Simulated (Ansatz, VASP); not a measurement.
## One calculation of Ca2Sb3, two programs

```xyz
10
Lattice="3.2430 1.8723 9.6481 -3.2430 1.8723 9.6481 0.0000 -3.7447 9.6481" Properties=species:S:1:pos:R:3 pbc="T T T"
Ca    0.0000    0.0000    9.9388
Ca    0.0000    0.0000    4.5333
Ca    0.0000    0.0000   19.0055
Ca    0.0000    0.0000   24.4110
Sb   -1.4701    1.8723   16.8842
Sb   -0.8864   -2.2094   16.8842
Sb    2.3566    0.3370   16.8842
Sb    1.4701   -1.8723   12.0601
Sb    0.8864    2.2094   12.0601
Sb   -2.3566   -0.3370   12.0601
```

Alike in both runs: functional PBE; k mesh 6 × 6 × 6; occupations gaussian, width 0.1 eV; no spin polarisation.

Ansatz relaxed the structure, and its values are those at the end. VASP's run is a single point on that final structure, the one shown.

|  | VASP | Ansatz |
| --- | --- | --- |
| version | VASP 6.6.1 | Ansatz 0.2.0 |
| potentials or method | VASP PAW PBE potentials, release 64 (Ca_sv, Sb), cutoff 520 eV | scalar-relativistic, plane waves, PAW |
| valence electrons in the cell | 70 | 130 |

|  | VASP | Ansatz | Ansatz less VASP |
| --- | --- | --- | --- |
| gap on the k mesh at the Fermi level (eV) | none | none | - |
| pressure (GPa) | 0.1 | 0.0 | -0.08 |
| rms of the force components (eV/Å) | 0.005 | 0.001 | -0.0039 |

A gap of «none» marks a metal or a gap that the smearing closes. VASP's potentials hold 70 valence electrons a cell and Ansatz's 130, so a difference there can come from the potentials and not from the codes.

Neither program's run includes spin-orbit coupling.
